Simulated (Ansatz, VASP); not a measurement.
One calculation of InSb, two programs

Contents of INCAR:

```
SYSTEM = InSb
PREC     = Accurate       ! precision mode
ENCUT    = 500            ! plane-wave cutoff, eV
EDIFF    = 1E-7           ! SCF threshold, eV
ISMEAR   = 0              ! smearing method
SIGMA    = 0.1            ! smearing width, eV
LREAL    = .FALSE.        ! projectors in reciprocal space
LASPH    = .TRUE.         ! aspherical terms in the spheres
NELM     = 120            ! most SCF steps
ALGO     = Normal         ! electronic algorithm
ISIF     = 3              ! what is computed and relaxed
LWAVE    = .FALSE.        ! write WAVECAR
LCHARG   = .FALSE.        ! write CHGCAR
IBRION   = 2              ! ionic algorithm
NSW      = 100            ! ionic steps
EDIFFG   = -0.002         ! ionic threshold
GGA_COMPAT= .FALSE.      
NELMIN   = 4
```

File KPOINTS:

```
Automatic mesh
0
G
  12 12 12
  0 0 0
```

File POSCAR:

```
InSb
1.0
    0.0000000000      3.2249616416      3.2249616416
    3.2249616416      0.0000000000      3.2249616416
    3.2249616416      3.2249616416      0.0000000000
In Sb
1 1
Direct
    0.0000000000      0.0000000000      0.0000000000
    0.7500000000      0.7500000000      0.7500000000
```

Input for Ansatz:

```yaml
crystal:
  lattice:
    - [0.0, 3.2249616416, 3.2249616416]
    - [3.2249616416, 0.0, 3.2249616416]
    - [3.2249616416, 3.2249616416, 0.0]
  atoms:
    - { symbol: In, position: [0.0, 0.0, 0.0] }
    - { symbol: Sb, position: [0.75, 0.75, 0.75] }
basis:
  ecutwfc: 420
kpoints:
  mp_grid: { grid: [12, 12, 12] }
hamiltonian:
  xc: lda
  pseudopotentials: { kind: paw, azcp: { folder: soft_1 } }
scf:
  occupations: { method: gaussian, width: 0.1 }
output:
  forces: true
  stress: true
  eigenvalues: true
relax:
  adjacent_minimum: "off"
  f_tol: 0.002
  max_steps: 80
  cell: { stress_tol: 0.02 }
```

Alike in both runs: task relaxation of cell and atoms; functional LDA; k mesh 12 × 12 × 12; occupations gaussian, width 0.1 eV; no spin polarisation.

|  | VASP | Ansatz |
| --- | --- | --- |
| version | VASP 6.6.1 | Ansatz 0.2.0 |
| potentials or method | VASP PAW LDA potentials, release 64 (In_d, Sb), cutoff 500 eV | scalar-relativistic, plane waves, PAW |
| valence electrons in the cell | 18 | 28 |

```csv
,VASP,Ansatz,Ansatz less VASP
"gap on the k mesh at the Fermi level, each at its own relaxed structure (eV)",none,none,-
relaxed volume (Å³/atom),33.61,33.54,-0.067
relaxed cell length with the largest relative difference (Å),4.564,4.561,-0.0030
```

Ansatz warns that its potentials were made for another functional, while VASP's fit it. LDA's correlation is that of Perdew and Zunger in VASP and of Perdew and Wang (1992) in Ansatz. A gap of «none» marks a metal or a gap that the smearing closes. VASP's potentials hold 18 valence electrons a cell and Ansatz's 28, so a difference there can come from the potentials and not from the codes.

Neither program's run includes spin-orbit coupling.
